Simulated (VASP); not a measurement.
Runs of VASP 6.6.1 on Al2Pt. The structure is that of space group P-3m1 (No. 164), or close to it. The cells are those of the table. 

| cell | further INCAR settings | gap on the mesh (eV) | pressure (GPa) | largest force (eV/Å) |
| --- | --- | --- | --- | --- |
| a = 4.205, b = 4.205, c = 11.299 Å, angles 90.0, 90.0, 60.0°, 9 atoms | ALGO = Fast; EDIFF = 1e-07; NBANDS = 34 | none | (a) | 0.45 |
| a = 4.205, b = 4.205, c = 11.799 Å, angles 90.0, 90.0, 60.0°, 9 atoms | ALGO = Fast; EDIFF = 1e-06; NBANDS = 34 | none | -3.2 | (c) |
| a = 4.205, b = 4.205, c = 10.799 Å, angles 90.0, 90.0, 60.0°, 9 atoms | ALGO = Fast; EDIFF = 1e-06; NBANDS = 34 | none | -3.3 | 0.66 |
| a = 4.205, b = 4.205, c = 9.999 Å, angles 90.0, 90.0, 60.0°, 9 atoms | ALGO = Fast; EDIFF = 1e-06; NBANDS = 34 | none | 5.8 | 2.55 |
| a = 4.205, b = 4.205, c = 11.049 Å, angles 90.0, 90.0, 60.0°, 9 atoms | ALGO = Fast; EDIFF = 1e-06; NBANDS = 34 | none | -3.6 | 0.55 |
| a = 4.205, b = 4.205, c = 12.299 Å, angles 90.0, 90.0, 60.0°, 9 atoms | ALGO = Fast; EDIFF = 1e-06; NBANDS = 34 | none | -2.9 | (b) |
| a = 4.205, b = 4.205, c = 13.299 Å, angles 90.0, 90.0, 60.0°, 9 atoms | ALGO = Fast; EDIFF = 1e-07; NBANDS = 34 | none | -2.3 | 0.59 |
| a = 4.205, b = 4.205, c = 14.799 Å, angles 90.0, 90.0, 60.0°, 9 atoms | ALGO = Fast; EDIFF = 1e-07; NBANDS = 34 | none | -2.0 | 0.68 |

Alike in all rows: task single point; level PBE; potentials or basis VASP PAW PBE potentials, release 64 (Al, Pt); no spin polarisation; k mesh 13 × 13 × 5; cutoff (eV) 520; smearing gaussian 0.15 eV.

Question: Estimate the missing entries.

Answer: (a) -3.5; (b) 0.30; (c) 0.31.

Caveats: spin-orbit coupling is left out, which moves the levels of the heavy elements; forces of over 1 eV/Å act on the atoms, so gaps and moduli don't describe the material at rest (some runs).

A k mesh can miss the band edges, and the runs leave out spin-orbit coupling on Pt.

A gap of «none» marks levels without a gap at the run's occupations.
